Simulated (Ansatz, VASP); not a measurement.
## W in VASP and in Ansatz

The input POSCAR:

```
W
1.0
    4.6659217972      0.0000000000      0.0000000000
   -2.3329608986      4.0408068085      0.0000000000
    0.0000000000      0.0000000000      2.5919258591
W
3
Direct
    0.0000000000      1.0000000000      0.0000000000
    0.3333333333      0.6666666667      0.5000000000
    0.6666666667      0.3333333333      0.5000000000
```

Contents of INCAR.step1:

```
SYSTEM = W
PREC = Accurate
ENCUT = 520
ISMEAR = -1
SIGMA = 0.1
LREAL = .False.
LASPH = .True.
NELM = 60
NBANDS = 28
GGA = PE
ALGO = Normal
EDIFF = 1E-4
LWAVE = .True.
LCHARG = .False.
```

INCAR.step2

```
SYSTEM = W
PREC = Accurate
ENCUT = 520
EDIFF = 1E-6
ISMEAR = -1
SIGMA = 0.1
LREAL = .False.
LASPH = .True.
NELM = 60
ALGO = Normal
ISIF = 2
LWAVE = .False.
LCHARG = .False.
METAGGA = R2SCAN
LMIXTAU = .True.
NBANDS = 28
ISTART = 1
```

File KPOINTS:

```
Automatic mesh
0
Gamma
  9 9 14
  0 0 0
```

Input for Ansatz:

```yaml
crystal:
  lattice:
    - [4.6659217972, 0.0, 0.0]
    - [-2.3329608986, 4.0408068085, 0.0]
    - [0.0, 0.0, 2.5919258591]
  atoms:
    - { symbol: W, position: [0.0, 1.0, 0.0] }
    - { symbol: W, position: [0.3333333333, 0.6666666667, 0.5] }
    - { symbol: W, position: [0.6666666667, 0.3333333333, 0.5] }
hamiltonian:
  xc: r2scan
  pseudopotentials:
    kind: paw
    azcp:
      W: "pseudopotentials/W.paw.azcp"
basis:
  ecutwfc: 500
  fft_grid_basis: typed
kpoints:
  mp_grid: { grid: [9, 9, 14], shift: [0, 0, 0] }
magnetization:
  spin_polarized: false
scf:
  occupations: { method: fermi_dirac, width: 0.1 }
  lower_state_search: "off"
output:
  stress: true
```

Alike in both runs: task single point; functional r2SCAN; k mesh 9 × 9 × 14; occupations fermi-dirac, width 0.1 eV; no spin polarisation.

```csv
,VASP,Ansatz
version,VASP 6.6.1,Ansatz 0.2.0
potentials or method,"VASP PAW PBE potentials, release 64 (W_sv), cutoff 520 eV","plane waves (500 eV) with PAW, scalar-relativistic"
valence electrons in the cell,42,42
```

VASP gave:

| Property | Result |
| --- | --- |
| pressure (GPa) | 1.3 |
| traceless stress, the component that is largest in VASP (GPa) | -0.71 |

Question: What did Ansatz give for the same quantities?

Answer: Pressure (GPa): 0.0; traceless stress, the component that is largest in VASP (GPa): -1.07.

VASP's potentials were made for PBE, not for r2SCAN.

Spin-orbit coupling is off throughout.
